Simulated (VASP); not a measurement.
Wanted: the native input for a VASP 6.6.1 run.

```yaml
Task: single point
Functional: PBE
Potentials_or_basis: VASP PAW PBE potentials, release 64 (Ti_sv)
Cutoff: 520 eV
k_mesh: 12 × 12 × 12
Occupations: fermi-dirac, width 0.1 eV
Spin: non-collinear spin, zero start, spin-orbit coupling
Starting_moments: "[[0.0, 0.0, 0.0]] μB"
Dipole_correction: no
Further_INCAR_settings: ALGO = Normal; EDIFF = 1e-06; NBANDS = 23
```

The structure of Ti lies in POSCAR:

```
Ti
1.0
    2.6449927443      0.0000000000      0.0000000000
    0.0000000000      2.6449927443      0.0000000000
    0.0000000000      0.0000000000      2.6449927443
Ti
1
Direct
    0.0000000000      0.0000000000      0.0000000000
```

One way to write it, as run:

INCAR

```
ALGO     = Normal         # electronic algorithm
EDIFF    = 1E-6           # SCF threshold, eV
ENCUT    = 520            # plane-wave cutoff, eV
GGA      = PE             # functional
GGA_COMPAT= False        
ISIF     = 2              # what is computed and relaxed
ISMEAR   = -1             # smearing method
LASPH    = True           # aspherical terms in the spheres
LCHARG   = False          # write CHGCAR
LMAXMIX  = 4              # l up to which the mixer works
LORBIT   = 11             # projections on sites
LORBMOM  = True         
LREAL    = False          # projectors in reciprocal space
LSORBIT  = True           # spin-orbit coupling
LWAVE    = False          # write WAVECAR
MAGMOM   = 0 0 0          # initial moments
NBANDS   = 23             # bands
NELM     = 150            # most SCF steps
PREC     = Accurate       # precision mode
SIGMA    = 0.1            # smearing width, eV
```

KPOINTS

```
k-points
0
Gamma
  12 12 12
```

Potentials or basis: VASP PAW PBE potentials, release 64 (Ti_sv).

The run is started by

```console
$ cat potpaw_PBE.64/Ti_sv/POTCAR > POTCAR
$ mpirun -np 1 vasp_ncl > vasp.out
```

Results of the run:

| Quantity | Value |
| --- | --- |
| Pressure | -0.1 GPa |
| Net moment | 0.00 μB per cell |
| Valence electrons inside the program's atomic spheres | Ti 10.36 |

It took 50 s on 1 thread of Intel(R) Xeon(R) Platinum 8488C (Sapphire Rapids) (shared host), peak memory 0.19 GiB.
